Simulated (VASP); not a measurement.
A run of VASP 6.6.1 is set up as follows.

The input POSCAR:

```
Al
1.0
    2.7069882758      0.0000000000      0.0000000000
   -1.3534941379      2.3443206146      0.0000000000
    0.0000000000      0.0000000000      4.8668500000
Al
2
Direct
    0.6666666667      0.3333333333      0.7500000000
    0.3333333333      0.6666666667      0.2500000000
```

INCAR.step1

```
PREC = Accurate
ENCUT = 520
ISMEAR = 0
SIGMA = 0.15
LREAL = False
LASPH = True
NELM = 80
NBANDS = 10
GGA = PE
ALGO = Normal
EDIFF = 1E-4
LWAVE = True
LCHARG = False
```

The input INCAR.step2:

```
PREC = Accurate
ENCUT = 520
EDIFF = 1E-7
ISMEAR = 0
SIGMA = 0.15
LREAL = False
LASPH = True
NELM = 80
ALGO = Normal
ISIF = 2
LWAVE = False
LCHARG = False
METAGGA = R2SCAN
LMIXTAU = True
NBANDS = 10
ISTART = 1
```

The input KPOINTS:

```
regular mesh
0
Gamma
  18 18 10
```

Potentials or basis: VASP PAW PBE potentials, release 64 (Al).

Command:

```bash
$ cat potpaw_PBE.64/Al/POTCAR > POTCAR
$ cp INCAR.step1 INCAR
$ mpirun -np 1 vasp_std > vasp.out
$ cp INCAR.step2 INCAR
$ mpirun -np 1 vasp_std > vasp.out
```

Q: What does it give for the pressure?

A: 4.4 GPa.

Q: What does it give for the band gap on the k mesh?

A: Zero (band 3 reaches 12.36 eV, above the bottom of band 4 at 5.56 eV).

Stress tensor (GPa, compression positive):
```
 7.69  0.00  0.00
 0.00  7.69  0.00
 0.00  0.00 -2.23
```

Caveat: the cell differs from its parent crystal (strain -0.0375 x Voigt [1, 1, 0, 0, 0, 0]); the PAW data sets were made with another functional, which shifts forces and pressure a little.
